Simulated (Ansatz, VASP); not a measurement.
Two plane-wave programs on Ru

```
Ru
1.0
     2.68948    0.00000    0.00000
    -1.34474    2.32916    0.00000
     0.00000    0.00000    4.33698
Ru
2
Direct
  0.33333 0.66667 0.25000
  0.66667 0.33333 0.75000
```

Change from the starting cell: strain along c alone, the other axes held, atoms relaxed: +2.0 %.

Alike in both runs: task single point; functional PBEsol; k mesh 24 × 24 × 12; occupations gaussian, width 0.1 eV; no spin polarisation.

|  | VASP | Ansatz |
| --- | --- | --- |
| version | VASP 6.6.1 | Ansatz 0.2.0 |
| potentials or method | VASP PAW PBE potentials, release 64 (Ru_pv), cutoff 520 eV | scalar-relativistic, plane waves, PAW |
| valence electrons in the cell | 28 | 32 |

VASP gave:

```
gap on the k mesh at the Fermi level (eV)                     : none
pressure (GPa)                                                : -6.7
traceless stress, the component that is largest in VASP (GPa) : -6.87
```

Problem. Estimate Ansatz's values.

Solution. gap on the k mesh at the Fermi level (eV): none; pressure (GPa): -6.6; traceless stress, the component that is largest in VASP (GPa): -6.88.

VASP's potentials were made for PBE, not for PBEsol. A gap of «none» marks a metal or a gap that the smearing closes. VASP's potentials hold 28 valence electrons a cell and Ansatz's 32, so a difference there can come from the potentials and not from the codes.
